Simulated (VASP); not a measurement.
# TiCo (P4/mmm) in VASP: single point with PBE

Aim: the single point of TiCo with PBE.

Program: VASP 6.6.1. These are calculated values, not measurements. Logs are shortened: lines on timing, memory, paths and dates and some standing lists are left out, and cuts for length are marked.

## 1. The cell of the first run

It takes space group P4/mmm (No. 123, tetragonal). Conventional cell: a = 2.986 Å, b = 2.986 Å, c = 2.926 Å, α = 90.00°, β = 90.00°, γ = 90.00°. Ti (site symmetry 4/mmm) has 8 Co at 2.57 Å and 6 Ti at 2.93 to 2.99 Å within 3.4 Å. Co (site symmetry 4/mmm) has 8 Ti at 2.57 Å and 6 Co at 2.93 to 2.99 Å within 3.4 Å.

## 2. Single point, PBE, collinear spin, ferromagnetic start (strain -0.0200 x Voigt [0, 0, 1, 0, 0, 0])

INCAR

```
PREC = Accurate
ENCUT = 520
EDIFF = 1E-6
ISMEAR = 0
SIGMA = 0.15
LREAL = F
LASPH = T
NELM = 150
ALGO = Fast
ISIF = 2
LWAVE = F
LCHARG = F
ISPIN = 2
MAGMOM = 0 0.6
LORBIT = 11
LMAXMIX = 4
GGA = PE
NBANDS = 22
```

KPOINTS

```
regular mesh
0
Gamma
  16 16 16
```

POSCAR

```
TiCo
1.0
    2.9861109900      0.0000000000      0.0000000000
    0.0000000000      2.9861109900      0.0000000000
    0.0000000000      0.0000000000      2.9263887702
Ti Co
1 1
Direct
    0.0000000000      0.0000000000      0.0000000000
    0.5000000000      0.5000000000      0.5000000000
```

Potentials or basis: VASP PAW PBE potentials, release 64 (Ti_sv, Co).

Launch:

```sh
> cat potpaw_PBE.64/Ti_sv/POTCAR potpaw_PBE.64/Co/POTCAR > POTCAR
> mpirun -np 1 vasp_std > vasp.out
```

OUTCAR:

```text
PREC = Accurate
   ENCUT = 520
   EDIFF = 1E-6
   ISMEAR = 0
   LREAL = F
   LASPH = T
   NELM = 150
   ISIF = 2
   ISPIN = 2
   LORBIT = 11
   GGA = PE

 ion  position               nearest neighbor table
   1  0.000  0.000  0.000-   2 2.57   2 2.57   2 2.57   2 2.57   2 2.57   2 2.57   2 2.57   2 2.57

   2  0.500  0.500  0.500-   1 2.57   1 2.57   1 2.57   1 2.57   1 2.57   1 2.57   1 2.57   1 2.57

  LATTYP: Found a simple tetragonal cell.
 ALAT       =     2.9861109900
 C/A-ratio  =     0.9800000000

  Lattice vectors:

 A1 = (   2.9861109900,   0.0000000000,   0.0000000000)
 A2 = (   0.0000000000,   2.9861109900,   0.0000000000)
 A3 = (   0.0000000000,   0.0000000000,   2.9263887702)

Analysis of symmetry for initial positions (statically):
=====================================================================
 Subroutine PRICEL returns:
 Original cell was already a primitive cell.

 Routine SETGRP: Setting up the symmetry group for a
 simple tetragonal supercell.

 Subroutine GETGRP returns: Found 16 space group operations
 (whereof 16 operations were pure point group operations)
 out of a pool of 16 trial point group operations.

The static configuration has the point symmetry D_4h.

Analysis of symmetry for dynamics (positions and initial velocities):
=====================================================================
 Subroutine PRICEL returns:
 Original cell was already a primitive cell.

 Routine SETGRP: Setting up the symmetry group for a
 simple tetragonal supercell.

 Subroutine GETGRP returns: Found 16 space group operations
 (whereof 16 operations were pure point group operations)
 out of a pool of 16 trial point group operations.

The dynamic configuration has the point symmetry D_4h.

Analysis of structural, dynamic, and magnetic symmetry:
=====================================================================
 Subroutine PRICEL returns:
 Original cell was already a primitive cell.

 Routine SETGRP: Setting up the symmetry group for a
 simple tetragonal supercell.

 Subroutine GETGRP returns: Found 16 space group operations
 (whereof 16 operations were pure point group operations)
 out of a pool of 16 trial point group operations.

The overall configuration has the point symmetry D_4h.

 Subroutine INISYM returns: Found 16 space group operations
 (whereof 16 operations are pure point group operations),
 and found     1 'primitive' translations

----------------------------------------------------------------------------------------

                                     Primitive cell

  volume of cell :      26.0942

  direct lattice vectors                    reciprocal lattice vectors
     2.986110990  0.000000000  0.000000000     0.334883735  0.000000000  0.000000000
     0.000000000  2.986110990  0.000000000     0.000000000  0.334883735  0.000000000
     0.000000000  0.000000000  2.926388770     0.000000000  0.000000000  0.341718096

  length of vectors
     2.986110990  2.986110990  2.926388770     0.334883735  0.334883735  0.341718096

  position of ions in fractional coordinates (direct lattice)
     0.000000000  0.000000000  0.000000000
     0.500000000  0.500000000  0.500000000

  ion indices of the primitive-cell ions
   primitive index   ion index
                 1           1
                 2           2

----------------------------------------------------------------------------------------

 KPOINTS: regular mesh

Automatic generation of k-mesh.
 Grid dimensions read from file:
 generate k-points for:   16   16   16

 Generating k-lattice:

  Cartesian coordinates                     Fractional coordinates (reciprocal lattice)
     0.020930233  0.000000000  0.000000000     0.062500000  0.000000000  0.000000000
     0.000000000  0.020930233  0.000000000     0.000000000  0.062500000  0.000000000
     0.000000000  0.000000000  0.021357381     0.000000000  0.000000000  0.062500000

  Length of vectors
     0.020930233  0.020930233  0.021357381

  Shift w.r.t. Gamma in fractional coordinates (k-lattice)
     0.000000000  0.000000000  0.000000000

 Subroutine IBZKPT returns following result:
 ===========================================

 Found    405 irreducible k-points:

 Following reciprocal coordinates:
            Coordinates               Weight
  0.000000  0.000000  0.000000      1.000000
  0.062500  0.000000  0.000000      4.000000
  0.125000  0.000000  0.000000      4.000000
  0.187500  0.000000  0.000000      4.000000
  0.250000  0.000000  0.000000      4.000000
  0.312500  0.000000  0.000000      4.000000
[... 16 lines left out ...]
  0.437500  0.125000  0.000000      8.000000
  0.500000  0.125000  0.000000      4.000000
 [... further k-points ...]
   k-points           NKPTS =    405   k-points in BZ     NKDIM =    405   number of bands    NBANDS=     22
   number of dos      NEDOS =    301   number of ions     NIONS =      2
   total plane-waves  NPLWV =  13824
   dimension x,y,z NGX =    24 NGY =   24 NGZ =   24
   dimension x,y,z NGXF=    48 NGYF=   48 NGZF=   48
   ions per type =               1   1
   NGX,Y,Z   is equivalent  to a cutoff of  13.36, 13.36, 13.63 a.u.
   NGXF,Y,Z  is equivalent  to a cutoff of  26.72, 26.72, 27.27 a.u.
 SYSTEM =  unknown system
   PREC   = accura    normal or accurate (medium, high low for compatibility)
   ISTART =      0    job   : 0-new  1-cont  2-samecut
   ICHARG =      2    charge: 1-file 2-atom 10-const
   ISPIN  =      2    spin polarized calculation?
   LNONCOLLINEAR =      F non collinear calculations
   LSORBIT =      F    spin-orbit coupling
   LASPH  =      T    aspherical Exc in radial PAW
   ENCUT  =  520.0 eV  38.22 Ry    6.18 a.u.   5.55  5.55  5.44*2*pi/ulx,y,z
   NELM   =    150;   NELMIN=  2; NELMDL= -5     # of ELM steps
   EDIFF  = 0.1E-05   stopping-criterion for ELM
   LREAL  =      F    real-space projection
   EDIFFG = 0.1E-04   stopping-criterion for IOM
   NSW    =      0    number of steps for IOM
   IBRION =     -1    ionic relax: 0-MD 1-quasi-New 2-CG
   NFREE  =      0    steps in history (QN), initial steepest desc. (CG)
   ISIF   =      2    stress and relaxation
   ISYM   =      2    0-nonsym 1-usesym 2-fastsym
   POTIM  = 0.5000    time-step for ionic-motion
   TEBEG  =    0.0;   TEEND  =   0.0 temperature during run
   PSTRESS=    0.0 pullay stress
   NELECT =      21.0000    total number of electrons
   NUPDOWN=      -1.0000    fix difference up-down
   EMIN   =  10.00;   EMAX   =-10.00  energy-range for DOS
   EFERMI =   0.00;   METHOD = LEGACY
   ISMEAR =     0;   SIGMA  =   0.15  broadening in eV -4-tet -1-fermi 0-gaus
   EFERMI_NEDOS =   21; number of points for ismear=-14 and -15
   IALGO  =     68    algorithm
   IMIX   =      4    mixing-type and parameters
     AMIX     =   0.40;   BMIX     =  1.00
     AMIX_MAG =   1.60;   BMIX_MAG =  1.00
  volume/ion in A,a.u.               =      13.05        88.05
  Fermi-wavevector in a.u.,A,eV,Ry     =   1.522766  2.877611 31.549428  2.318818
  Thomas-Fermi vector in A             =   2.631301
   LORBIT       =     11    0 simple, 1 ext, 2 COOP (PROOUT), +10 PAW based schemes
   GGA     = PE    functional components
   LHFCALC =     F    Hartree Fock is set to
   AEXX    =    0.0000 exact exchange contribution
   IVDW    =     0    specifies the selected vdW correction
   LEPSILON=     F    determine dielectric tensor
   LRPA    =     F    only Hartree local field effects (RPA)
 spin polarized calculation
 RMM-DIIS sequential band-by-band and
 Gauss-broadening in eV      SIGMA  =   0.15
  energy-cutoff  :      520.00
  volume of cell :       26.09
 maximum number of plane-waves:       731
 NGX is ok and might be reduce to    24
   NGX = 11   NGY = 11   NGZ = 11

 number of electron      20.9999993 magnetization       0.8230184

 Free energy of the ion-electron system (eV)
  ---------------------------------------------------
  ext. energy  EPLUGINS =         0.00000000
  ---------------------------------------------------
  free energy    TOTEN  =       -15.67908039 eV

  energy without entropy =      -15.65802611  energy(sigma->0) =      -15.66855325

 E-fermi :  10.1865     XC(G=0): -12.6829

 val. band max:       10.1862699192   @ k =   0.3750   0.3750   0.0000
 cond. band min:      10.1871199056   @ k =   0.1875   0.1250   0.3750
 fundamental gap:      0.0008499863
 Fermi energy:        10.1865058312

 spin component 1

 k-point     1 :       0.0000    0.0000    0.0000
  band No.  band energies     occupation
      1     -46.9366      1.00000
      2     -23.0321      1.00000
      3     -23.0321      1.00000
      4     -23.0027      1.00000
      5       2.4223      1.00000
      6       5.9173      1.00000
[... 14 lines left out ...]
     21      29.9822      0.00000
     22      31.1495      0.00000
[... 552 lines left out ...]
  band No.  band energies     occupation
      1     -46.9003      1.00000
      2     -23.3271      1.00000
      3     -23.0514      1.00000
      4     -22.9773      1.00000
      5       5.8914      1.00000
      6       6.4439      1.00000
[... 14 lines left out ...]
     21      27.5046      0.00000
     22      29.2687      0.00000

 [... further k-points ...]

 spin component 2

 k-point     1 :       0.0000    0.0000    0.0000
  band No.  band energies     occupation
      1     -46.9388      1.00000
      2     -23.0367      1.00000
      3     -23.0367      1.00000
      4     -23.0023      1.00000
      5       2.4193      1.00000
      6       6.5393      1.00000
[... 14 lines left out ...]
     21      30.2293      0.00000
     22      31.0482      0.00000
[... 552 lines left out ...]
  band No.  band energies     occupation
      1     -46.9022      1.00000
      2     -23.3347      1.00000
      3     -23.0563      1.00000
      4     -22.9768      1.00000
      5       6.1865      1.00000
      6       6.4474      1.00000
[... 14 lines left out ...]
     21      27.5347      0.00000
     22      29.3161      0.00000

 [... further k-points ...]

------------------------ aborting loop because EDIFF is reached ----------------------------------------

  FORCE on cell =-STRESS in cart. coord.  units (eV):
  Direction    XX          YY          ZZ          XY          YZ          ZX
  --------------------------------------------------------------------------------------
  -------------------------------------------------------------------------------------
  Total        0.3093605      0.3093605      0.7216049      0.0000000      0.0000000     -0.0000000
  in kB       18.9946592     18.9946592     44.3063652      0.0000000      0.0000000     -0.0000000
  external PRESSURE =      27.4318945 kB  Pullay stress =       0.0000000 kB

 VOLUME and BASIS-vectors are now :
 -----------------------------------------------------------------------------
  energy-cutoff  :      520.00
  volume of cell :       26.09
      direct lattice vectors                 reciprocal lattice vectors
     2.986110990  0.000000000  0.000000000     0.334883735  0.000000000  0.000000000
     0.000000000  2.986110990  0.000000000     0.000000000  0.334883735  0.000000000
     0.000000000  0.000000000  2.926388770     0.000000000  0.000000000  0.341718096

 POSITION                                       TOTAL-FORCE (eV/Angst)
 -----------------------------------------------------------------------------------
      0.00000      0.00000      0.00000         0.000000      0.000000      0.000000
      1.49306      1.49306      1.46319         0.000000      0.000000      0.000000
 -----------------------------------------------------------------------------------
    total drift:                                0.000000      0.000000     -0.000000

  FREE ENERGIE OF THE ION-ELECTRON SYSTEM (eV)
  ---------------------------------------------------
  free  energy   TOTEN  =       -15.6790803924 eV

  energy  without entropy=      -15.6580261084  energy(sigma->0) =      -15.66855325

 total charge

# of ion       s       p       d       tot
------------------------------------------
    1        2.252   6.187   1.875  10.314
    2        0.533   0.472   7.317   8.323
--------------------------------------------------
tot          2.785   6.659   9.193  18.637

 magnetization (x)

# of ion       s       p       d       tot
------------------------------------------
    1       -0.002  -0.012  -0.006  -0.021
    2        0.028  -0.005   0.862   0.885
--------------------------------------------------
tot          0.025  -0.017   0.856   0.865
```

Run time: 2.9 min. Hardware: 1 thread of Intel Xeon 6975P-C (Granite Rapids), shared host; peak memory 0.44 GiB.

Results:

- Free energy: -15.6791 eV
- Pressure: 2.7 GPa
- Net moment: 0.82 μB per cell
- Site moments: Ti -0.02; Co +0.89 μB
- Valence electrons inside the program's atomic spheres: Ti 10.31; Co 8.32

Caveat: the cell differs from its parent crystal (strain -0.0200 x Voigt [0, 0, 1, 0, 0, 0]).
